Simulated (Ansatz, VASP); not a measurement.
# One calculation of MnO2, two programs

File POSCAR:

```
MnO2
1.0
   -4.9075000000      4.9075000000      1.4235000000
    4.9075000000     -4.9075000000      1.4235000000
    4.9075000000      4.9075000000     -1.4235000000
Mn O
4 8
Direct
    0.6500000000      0.8300000000      0.4800000000
    0.8300000000      0.3500000000      0.1800000000
    0.3500000000      0.1700000000      0.5200000000
    0.1700000000      0.6500000000      0.8200000000
    0.1600000000      0.2050000000      0.3650000000
    0.2050000000      0.8400000000      0.0450000000
    0.8400000000      0.7950000000      0.6350000000
    0.7950000000      0.1600000000      0.9550000000
    0.1600000000      0.4580000000      0.6180000000
    0.4580000000      0.8400000000      0.2980000000
    0.8400000000      0.5420000000      0.3820000000
    0.5420000000      0.1600000000      0.7020000000
```

Contents of INCAR.step1:

```
  PREC = Accurate
  ENCUT = 520
  ISMEAR = -1
  SIGMA = 0.05
  LREAL = F
  LASPH = T
  NELM = 100
  NBANDS = 62
  GGA = PE
  ALGO = Normal
  EDIFF = 1E-4
  LWAVE = T
  LCHARG = F
  KPAR = 4
```

File INCAR.step2:

```
  PREC = Accurate
  ENCUT = 520
  EDIFF = 1E-6
  ISMEAR = -1
  SIGMA = 0.05
  LREAL = F
  LASPH = T
  NELM = 100
  ALGO = Normal
  ISIF = 2
  LWAVE = F
  LCHARG = F
  METAGGA = R2SCAN
  LMIXTAU = T
  NBANDS = 62
  ISTART = 1
  KPAR = 4
```

KPOINTS

```
Automatic mesh
0
Gamma
  8 8 8
```

Input for Ansatz:

```yaml
crystal:
  lattice:
    - [-4.9075, 4.9075, 1.4235]
    - [4.9075, -4.9075, 1.4235]
    - [4.9075, 4.9075, -1.4235]
  atoms:
    - { symbol: Mn, position: [0.65, 0.83, 0.48] }
    - { symbol: Mn, position: [0.83, 0.35, 0.18] }
    - { symbol: Mn, position: [0.35, 0.17, 0.52] }
    - { symbol: Mn, position: [0.17, 0.65, 0.82] }
    - { symbol: O, position: [0.16, 0.205, 0.365] }
    - { symbol: O, position: [0.205, 0.84, 0.045] }
    - { symbol: O, position: [0.84, 0.795, 0.635] }
    - { symbol: O, position: [0.795, 0.16, 0.955] }
    - { symbol: O, position: [0.16, 0.458, 0.618] }
    - { symbol: O, position: [0.458, 0.84, 0.298] }
    - { symbol: O, position: [0.84, 0.542, 0.382] }
    - { symbol: O, position: [0.542, 0.16, 0.702] }
  symmetry: { tolerance: 0.0003 }
hamiltonian:
  xc: r2scan
  pseudopotentials: { kind: paw, azcp: { folder: soft_1 } }
basis:
  ecutwfc: 500
magnetization:
  spin_polarized: false
scf:
  occupations: { method: fermi_dirac, width: 0.05 }
kpoints:
  mp_grid: { grid: [8, 8, 8], shift: [0, 0, 0] }
output:
  forces: true
  stress: true
  eigenvalues: true
  write_density: true
  write_potential: true
  elf: true
  volumetric_format: npy
```

Alike in both runs: task single point; functional r2SCAN; k mesh 8 × 8 × 8; occupations fermi-dirac, width 0.05 eV; no spin polarisation.

```csv
,VASP,Ansatz
version,VASP 6.6.1,Ansatz 0.2.0
potentials or method,"VASP PAW PBE potentials, release 64 (Mn_pv, O), cutoff 520 eV",PAW plane waves
valence electrons in the cell,100,108
```

|  | VASP | Ansatz | Ansatz less VASP |
| --- | --- | --- | --- |
| pressure (GPa) | -10.2 | -10.9 | -0.67 |
| traceless stress, the component that is largest in VASP (GPa) | -1.96 | -2.14 | -0.179 |
| rms of the force components (eV/Å) | 0.534 | 0.525 | -0.0093 |

VASP's potentials were made for PBE, not for r2SCAN. Atom by atom the forces differ by 0.036 eV/Å (rms over components). VASP's potentials hold 100 valence electrons a cell and Ansatz's 108, so a difference there can come from the potentials and not from the codes. Ansatz's warnings: xc potential rough in thin density.
